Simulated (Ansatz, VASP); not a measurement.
HfSeS4: VASP beside Ansatz

```
CELL_PARAMETERS angstrom
0.00000 4.06066 4.06066
4.06066 0.00000 4.06066
4.06066 4.06066 0.00000
ATOMIC_POSITIONS crystal
Hf 0.75000 0.75000 0.75000
Se 0.00000 0.00000 0.00000
S 0.87650 0.37450 0.37450
S 0.37450 0.37450 0.37450
S 0.37450 0.87650 0.37450
S 0.37450 0.37450 0.87650
```

Change from the starting cell: species swapped into the ZrCu4Ag type (F-43m, No. 216).

Alike in both runs: task single point; functional PBE; k mesh 4 × 4 × 4; occupations gaussian, width 0.1 eV; no spin polarisation.

```csv
,VASP,Ansatz
version,VASP 6.6.1,Ansatz 0.2.0
potentials or method,"VASP PAW PBE potentials, release 64 (Hf_pv, Se, S), cutoff 520 eV","scalar-relativistic, plane waves, PAW"
valence electrons in the cell,40,66
```

|  | VASP | Ansatz | Ansatz less VASP |
| --- | --- | --- | --- |
| gap on the k mesh at the Fermi level (eV) | none | none | - |
| pressure (GPa) | -13.8 | -13.7 | +0.16 |
| rms of the force components (eV/Å) | 0.115 | 0.113 | -0.0017 |

Atom by atom the forces differ by 0.002 eV/Å (rms over components). A gap of «none» marks a metal or a gap that the smearing closes. VASP's potentials hold 40 valence electrons a cell and Ansatz's 66, so a difference there can come from the potentials and not from the codes.

Spin-orbit coupling is off throughout.
